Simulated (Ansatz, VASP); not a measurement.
Two plane-wave programs on Ag

```
Ag
1.0
     4.55747    0.00000    0.00000
    -2.27874    3.94689    0.00000
     0.00000    0.00000    2.80269
Ag
3
Direct
  0.33340 0.00000 0.33333
  0.00000 0.33340 0.66667
  0.66660 0.66660 0.00000
```

Alike in both runs: functional PBEsol; k mesh 6 × 6 × 4; occupations gaussian, width 0.1 eV; no spin polarisation.

Ansatz relaxed the structure, and its values are those at the end. VASP's run is a single point on that final structure, the one shown.

```csv
,VASP,Ansatz
version,VASP 6.6.1,Ansatz 0.2.0
potentials or method,"VASP PAW PBE potentials, release 64 (Ag), cutoff 520 eV","scalar-relativistic, plane waves, PAW"
valence electrons in the cell,33,57
```

```tsv
	VASP	Ansatz	Ansatz less VASP
gap on the k mesh at the Fermi level (eV)	none	none	-
pressure (GPa)	-0.2	0.0	+0.23
```

VASP's potentials were made for PBE, not for PBEsol. A gap of «none» marks a metal or a gap that the smearing closes. VASP's potentials hold 33 valence electrons a cell and Ansatz's 57, so a difference there can come from the potentials and not from the codes.

The k mesh is coarse, so the values compare programs but aren't converged.
